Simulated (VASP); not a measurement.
Input of a VASP 6.6.1 run:

The input INCAR:

```
PREC     = Accurate       # precision mode
ENCUT    = 520            # plane-wave cutoff, eV
EDIFF    = 1E-6           # SCF threshold, eV
ISMEAR   = -1             # smearing method
SIGMA    = 0.02           # smearing width, eV
LREAL    = False          # projectors in reciprocal space
LASPH    = True           # aspherical terms in the spheres
NELM     = 60             # most SCF steps
ALGO     = Normal         # electronic algorithm
ISIF     = 2              # what is computed and relaxed
LWAVE    = False          # write WAVECAR
LCHARG   = True           # write CHGCAR
GGA      = PE             # functional
LELF     = True           # ELF
LVHAR    = True         
NBANDS   = 11             # bands
```

KPOINTS

```
regular mesh
0
Gamma
  9 9 9
```

File POSCAR:

```
C
1.0
    0.0000000000      1.7833700000      1.7833700000
    1.7833700000      0.0000000000      1.7833700000
    1.7833700000      1.7833700000      0.0000000000
C
2
Direct
    0.7500000000      0.7500000000      0.7500000000
    0.5000000000      0.5000000000      0.5000000000
```

Potentials or basis: VASP PAW PBE potentials, release 64 (C).

Command:

```bash
$ cat potpaw_PBE.64/C/POTCAR > POTCAR
$ mpirun -np 1 vasp_std > vasp.out
```

Q: Estimate the pressure.

A: 2.5 GPa.

Q: Estimate the band gap on the k mesh.

A: 4.15 eV, indirect (least direct gap 5.59 eV).

A k mesh can miss the band edges. A hybrid or GW would open this gap; PBE tends to underestimate it.
